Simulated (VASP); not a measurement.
# NaF in VASP: notebook

The runs below take NaF through single point, with PBE.

Everything below comes from runs of VASP 6.6.1. Logs are shortened: lines on timing, memory, paths and dates and some standing lists are left out, and cuts for length are marked.

## Step 1: The cell of the first run

The cell holds a wire with vacuum, 4 atoms: a = 11.200 Å, b = 9.300 Å, c = 4.230 Å, α = 90.00°, β = 90.00°, γ = 90.00°.

## Step 2: Single point, PBE, collinear spin, ferromagnetic start

INCAR

```
SYSTEM = NaF
  ALGO = Normal
  EDIFF = 1E-6
  ENCUT = 520
  GGA = PE
  ISIF = 2
  ISMEAR = 0
  ISPIN = 2
  LASPH = .True.
  LCHARG = .False.
  LORBIT = 11
  LREAL = .False.
  LWAVE = .False.
  MAGMOM = 0.5 0.5 0.5 0.5
  NBANDS = 26
  NELM = 150
  PREC = Accurate
  SIGMA = 0.05
```

KPOINTS

```
k-points
0
Gamma
  1 1 15
  0 0 0
```

POSCAR

```
NaF
1.0
   11.2000000000      0.0000000000      0.0000000000
    0.0000000000      9.3000000000      0.0000000000
    0.0000000000      0.0000000000      4.2295389033
Na F
2 2
Direct
    0.4008701820      0.5000000000      0.0000000000
    0.5991298180      0.5000000000      0.5000000000
    0.4008701820      0.5000000000      0.5000000000
    0.5991298180      0.5000000000      0.0000000000
```

Potentials or basis: VASP PAW PBE potentials, release 64 (Na_pv, F).

Run with:

```console
$ cat potpaw_PBE.64/Na_pv/POTCAR potpaw_PBE.64/F/POTCAR > POTCAR
$ mpirun -np 1 vasp_std > vasp.out
```

OUTCAR:

```text
SYSTEM = NaF
   EDIFF = 1E-6
   ENCUT = 520
   GGA = PE
   ISIF = 2
   ISMEAR = 0
   ISPIN = 2
   LASPH = .True.
   LORBIT = 11
   LREAL = .False.
   NELM = 150
   PREC = Accurate

 ion  position               nearest neighbor table
   1  0.401  0.500  0.000-   3 2.11   3 2.11   4 2.22
   2  0.599  0.500  0.500-   4 2.11   4 2.11   3 2.22
   3  0.401  0.500  0.500-   1 2.11   1 2.11   2 2.22
   4  0.599  0.500  0.000-   2 2.11   2 2.11   1 2.22

  LATTYP: Found a simple orthorhombic cell.
 ALAT       =     4.2295389033
 B/A-ratio  =     2.1988212457
 C/A-ratio  =     2.6480427905

  Lattice vectors:

 A1 = (   0.0000000000,   0.0000000000,  -4.2295389033)
 A2 = (   0.0000000000,   9.3000000000,   0.0000000000)
 A3 = (  11.2000000000,   0.0000000000,   0.0000000000)

Analysis of symmetry for initial positions (statically):
=====================================================================
 Subroutine PRICEL returns:
 Original cell was already a primitive cell.

 Routine SETGRP: Setting up the symmetry group for a
 simple orthorhombic supercell.

 Subroutine GETGRP returns: Found  8 space group operations
 (whereof  4 operations were pure point group operations)
 out of a pool of  8 trial point group operations.

The static configuration has the point symmetry C_2v.
 The point group associated with its full space group is D_2h.

Analysis of symmetry for dynamics (positions and initial velocities):
=====================================================================
 Subroutine PRICEL returns:
 Original cell was already a primitive cell.

 Routine SETGRP: Setting up the symmetry group for a
 simple orthorhombic supercell.

 Subroutine GETGRP returns: Found  8 space group operations
 (whereof  4 operations were pure point group operations)
 out of a pool of  8 trial point group operations.

The dynamic configuration has the point symmetry C_2v.
 The point group associated with its full space group is D_2h.

Analysis of structural, dynamic, and magnetic symmetry:
=====================================================================
 Subroutine PRICEL returns:
 Original cell was already a primitive cell.

 Routine SETGRP: Setting up the symmetry group for a
 simple orthorhombic supercell.

 Subroutine GETGRP returns: Found  8 space group operations
 (whereof  4 operations were pure point group operations)
 out of a pool of  8 trial point group operations.

The overall configuration has the point symmetry C_2v.
 The point group associated with its full space group is D_2h.
[... 114 lines left out ...]
   IVDW    =     0    specifies the selected vdW correction
   LEPSILON=     F    determine dielectric tensor
   LRPA    =     F    only Hartree local field effects (RPA)
 spin polarized calculation
 Gauss-broadening in eV      SIGMA  =   0.05
  energy-cutoff  :      520.00
  volume of cell :      440.55
 maximum number of plane-waves:     11888
 NGX is ok and might be reduce to    84
   NGX = 41   NGY = 35   NGZ = 15

 number of electron      27.9999982 magnetization       0.0001009

 number of electron      27.9999982 magnetization      -0.0000206

 Free energy of the ion-electron system (eV)
  ---------------------------------------------------
  ext. energy  EPLUGINS =         0.00000000
  ---------------------------------------------------
  free energy    TOTEN  =       -15.77431904 eV

  energy without entropy =      -15.77431904  energy(sigma->0) =      -15.77431904

 E-fermi :  -5.6864     XC(G=0):  -1.8774

 val. band max:       -6.0083753592   @ k =   0.0000   0.0000   0.0000
 cond. band min:      -0.7245153995   @ k =   0.0000   0.0000   0.0000
 fundamental gap:      5.2838599596
 Fermi energy:        -5.6863502068

 spin component 1

 k-point     1 :       0.0000    0.0000    0.0000
  band No.  band energies     occupation
      1     -25.9839      1.00000
      2     -25.9564      1.00000
      3     -25.9415      1.00000
      4     -25.9140      1.00000
      5     -25.8051      1.00000
      6     -25.7473      1.00000
[... 221 lines left out ...]
     25       3.9817      0.00000
     26       4.2295      0.00000
 Fermi energy:        -5.6863502068

 spin component 2

 k-point     1 :       0.0000    0.0000    0.0000
  band No.  band energies     occupation
      1     -25.9839      1.00000
      2     -25.9564      1.00000
      3     -25.9415      1.00000
      4     -25.9140      1.00000
      5     -25.8051      1.00000
      6     -25.7473      1.00000
[... 221 lines left out ...]
     25       4.0172      0.00000
     26       4.2371      0.00000

------------------------ aborting loop because EDIFF is reached ----------------------------------------

  FORCE on cell =-STRESS in cart. coord.  units (eV):
  Direction    XX          YY          ZZ          XY          YZ          ZX
  --------------------------------------------------------------------------------------
  -------------------------------------------------------------------------------------
  Total        0.3366835     -0.0831501      1.0683112      0.0000000      0.0000000      0.0000000
  in kB        1.2244427     -0.3023984      3.8852087      0.0000000      0.0000000      0.0000000
  external PRESSURE =       1.6024177 kB  Pullay stress =       0.0000000 kB

 VOLUME and BASIS-vectors are now :
 -----------------------------------------------------------------------------
  energy-cutoff  :      520.00
  volume of cell :      440.55
      direct lattice vectors                 reciprocal lattice vectors
    11.200000000  0.000000000  0.000000000     0.089285714  0.000000000  0.000000000
     0.000000000  9.300000000  0.000000000     0.000000000  0.107526882  0.000000000
     0.000000000  0.000000000  4.229538903     0.000000000  0.000000000  0.236432392

 POSITION                                       TOTAL-FORCE (eV/Angst)
 -----------------------------------------------------------------------------------
      4.48975      4.65000      0.00000        -0.001728      0.000000      0.000000
      6.71025      4.65000      2.11477         0.001728      0.000000      0.000000
      4.48975      4.65000      2.11477        -0.186083      0.000000      0.000000
      6.71025      4.65000      0.00000         0.186083      0.000000      0.000000
 -----------------------------------------------------------------------------------
    total drift:                                0.000000      0.000000     -0.000000

  FREE ENERGIE OF THE ION-ELECTRON SYSTEM (eV)
  ---------------------------------------------------
  free  energy   TOTEN  =       -15.7743190388 eV

  energy  without entropy=      -15.7743190388  energy(sigma->0) =      -15.77431904

 total charge

# of ion       s       p       d       tot
------------------------------------------
    1        0.052   5.993   0.000   6.045
    2        0.052   5.993   0.000   6.045
    3        1.730   4.367   0.000   6.096
    4        1.730   4.367   0.000   6.096
--------------------------------------------------
tot          3.563  20.720   0.000  24.283

 magnetization (x)

# of ion       s       p       d       tot
------------------------------------------
    1        0.000   0.000   0.000   0.000
    2        0.000   0.000   0.000   0.000
    3       -0.000  -0.000   0.000  -0.000
    4       -0.000  -0.000   0.000  -0.000
--------------------------------------------------
tot         -0.000  -0.000   0.000  -0.000
```

stdout:

```text
POSCAR found type information on POSCAR NaF
 POSCAR found :  2 types and       4 ions
 scaLAPACK will be used
 LDA part: xc-table for (Slater+PW92), standard interpolation
 POSCAR, INCAR and KPOINTS ok, starting setup
 FFT: planning ... GRIDC
 FFT: planning ... GRID_SOFT
 FFT: planning ... GRID
 WAVECAR not read
 entering main loop
```

Run time: 8.1 min. Hardware: 1 thread of Oxide Virtual Turin-like, shared host; peak memory 0.62 GiB.

What came out:

```yaml
Free_energy: -15.7743 eV
Largest_force: 0.186 eV/Å
Band_gap_on_the_k_mesh: 5.28 eV, direct
Net_moment: 0.00 μB per cell
Valence_electrons_inside_the_program's_atomic_spheres: Na 6.04; F 6.10
```

Forces in eV/Å, atoms in the order of the input:
```
Na  -0.002  0.000  0.000
Na   0.002  0.000  0.000
F   -0.186  0.000  0.000
F    0.186  0.000  0.000
```

## Step 3: Single point, PBE, collinear spin, ferromagnetic start

This run uses another cell than the first one, of 111.28 Å³/atom, 1.010 times its volume.

INCAR

```
PREC     = Accurate       # precision mode
ENCUT    = 520            # plane-wave cutoff, eV
EDIFF    = 1E-6           # SCF threshold, eV
ISMEAR   = 0              # smearing method
SIGMA    = 0.05           # smearing width, eV
LREAL    = F              # projectors in reciprocal space
LASPH    = T              # aspherical terms in the spheres
NELM     = 150            # most SCF steps
ALGO     = Normal         # electronic algorithm
ISIF     = 2              # what is computed and relaxed
LWAVE    = F              # write WAVECAR
LCHARG   = T              # write CHGCAR
ISPIN    = 2              # spin polarisation
MAGMOM   = 0.5 0.5 0.5 0.5 # initial moments
LORBIT   = 11             # projections on sites
GGA      = PE             # functional
LELF     = T              # ELF
LVHAR    = T            
NBANDS   = 26             # bands
```

KPOINTS

```
Automatic mesh
0
Gamma
  1 1 15
```

POSCAR

```
NaF
1.0
   11.2000000000      0.0000000000      0.0000000000
    0.0000000000      9.3000000000      0.0000000000
    0.0000000000      0.0000000000      4.2735903059
Na F
2 2
Direct
    0.4026819069      0.5000000000      0.0000000000
    0.5973180931      0.5000000000      0.5000000000
    0.3966131113      0.5000000000      0.5000000000
    0.6033868887      0.5000000000      0.0000000000
```

Potentials or basis: VASP PAW PBE potentials, release 64 (Na_pv, F).

Run with:

```console
$ cat potpaw_PBE.64/Na_pv/POTCAR potpaw_PBE.64/F/POTCAR > POTCAR
$ mpirun -np 1 vasp_std > vasp.out
```

OUTCAR:

```text
PREC = Accurate
   ENCUT = 520
   EDIFF = 1E-6
   ISMEAR = 0
   LREAL = F
   LASPH = T
   NELM = 150
   ISIF = 2
   ISPIN = 2
   LORBIT = 11
   GGA = PE

 ion  position               nearest neighbor table
   1  0.403  0.500  0.000-   3 2.14   3 2.14   4 2.25
   2  0.597  0.500  0.500-   4 2.14   4 2.14   3 2.25
   3  0.397  0.500  0.500-   1 2.14   1 2.14   2 2.25
   4  0.603  0.500  0.000-   2 2.14   2 2.14   1 2.25

  LATTYP: Found a simple orthorhombic cell.
 ALAT       =     4.2735903059
 B/A-ratio  =     2.1761561905
 C/A-ratio  =     2.6207472402

  Lattice vectors:

 A1 = (   0.0000000000,   0.0000000000,  -4.2735903059)
 A2 = (   0.0000000000,   9.3000000000,   0.0000000000)
 A3 = (  11.2000000000,   0.0000000000,   0.0000000000)

Analysis of symmetry for initial positions (statically):
[... 657 lines left out ...]

  FORCE on cell =-STRESS in cart. coord.  units (eV):
  Direction    XX          YY          ZZ          XY          YZ          ZX
  --------------------------------------------------------------------------------------
  -------------------------------------------------------------------------------------
  Total       -0.0397800     -0.0840766      0.1254005      0.0000000      0.0000000      0.0000000
  in kB       -0.1431797     -0.3026161      0.4513527      0.0000000      0.0000000      0.0000000
  external PRESSURE =       0.0018523 kB  Pullay stress =       0.0000000 kB

 VOLUME and BASIS-vectors are now :
 -----------------------------------------------------------------------------
  energy-cutoff  :      520.00
  volume of cell :      445.14
      direct lattice vectors                 reciprocal lattice vectors
    11.200000000  0.000000000  0.000000000     0.089285714  0.000000000  0.000000000
     0.000000000  9.300000000  0.000000000     0.000000000  0.107526882  0.000000000
     0.000000000  0.000000000  4.273590306     0.000000000  0.000000000  0.233995289

 POSITION                                       TOTAL-FORCE (eV/Angst)
 -----------------------------------------------------------------------------------
      4.51004      4.65000      0.00000        -0.011561      0.000000      0.000000
      6.68996      4.65000      2.13680         0.011561      0.000000      0.000000
      4.44207      4.65000      2.13680        -0.010375      0.000000      0.000000
      6.75793      4.65000      0.00000         0.010375      0.000000      0.000000
 -----------------------------------------------------------------------------------
    total drift:                                0.000000     -0.000000     -0.000000

  FREE ENERGIE OF THE ION-ELECTRON SYSTEM (eV)
  ---------------------------------------------------
  free  energy   TOTEN  =       -15.7904504102 eV

  energy  without entropy=      -15.7904504102  energy(sigma->0) =      -15.79045041

 total charge

# of ion       s       p       d       tot
------------------------------------------
    1        0.050   5.990   0.000   6.040
    2        0.050   5.990   0.000   6.040
    3        1.729   4.361   0.000   6.091
    4        1.729   4.361   0.000   6.091
--------------------------------------------------
tot          3.558  20.703   0.000  24.260

 magnetization (x)

# of ion       s       p       d       tot
------------------------------------------
    1        0.000   0.000   0.000   0.000
    2        0.000   0.000   0.000   0.000
    3       -0.000  -0.000   0.000  -0.000
    4       -0.000  -0.000   0.000  -0.000
--------------------------------------------------
tot         -0.000  -0.000   0.000  -0.000
```

Wall time 6 min (1 thread of Oxide Virtual Turin-like, shared host); peak memory 0.62 GiB.

Results:

```
Free energy                                           : -15.7905 eV
Largest force                                         : 0.012 eV/Å
Band gap on the k mesh                                : 5.32 eV, direct
Net moment                                            : 0.00 μB per cell
Valence electrons inside the program's atomic spheres : Na 6.04; F 6.09
```

Forces in eV/Å, atoms in the order of the input:
```
Na  -0.012  0.000  0.000
Na   0.012  0.000  0.000
F   -0.010  0.000  0.000
F    0.010  0.000  0.000
```
